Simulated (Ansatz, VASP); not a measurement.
**One calculation of F, two programs**

```xyz
4
Lattice="2.8945 -1.7674 0.3055 2.8945 1.7674 0.3055 -0.8298 0.0000 6.6568" Properties=species:S:1:pos:R:3 pbc="T T T"
F     4.2621   -0.5803    1.0833
F     1.1120   -0.5803    2.8561
F     0.6970    0.5803    6.1845
F     3.8472    0.5803    4.4117
```

Change from the starting cell: volume 17.252 Å^3 an atom, stretch along a over the lengths across it, relative to the relaxed cell 1.0409.

Alike in both runs: task single point; functional PBE; dispersion D3(BJ); k mesh 8 × 8 × 4; occupations gaussian, width 0.05 eV; no spin polarisation.

|  | VASP | Ansatz |
| --- | --- | --- |
| version | VASP 6.6.1 | Ansatz 0.2.0 |
| potentials or method | VASP PAW PBE potentials, release 64 (F), cutoff 520 eV | scalar-relativistic, plane waves, PAW |
| valence electrons in the cell | 28 | 28 |

VASP gave:

| Property | Result |
| --- | --- |
| gap on the k mesh at the Fermi level (eV) | 3.17 |
| least direct gap on the mesh (eV) | 3.17 |
| pressure (GPa) | 1.9 |
| traceless stress, the component that is largest in VASP (GPa) | 3.43 |
| rms of the force components (eV/Å) | 0.628 |

Task: What did Ansatz give for the same quantities?

Result: gap on the k mesh at the Fermi level (eV): 3.25; least direct gap on the mesh (eV): 3.25; pressure (GPa): 1.6; traceless stress, the component that is largest in VASP (GPa): 2.19; rms of the force components (eV/Å): 0.394.

Atom by atom the forces differ by 0.234 eV/Å (rms over components).
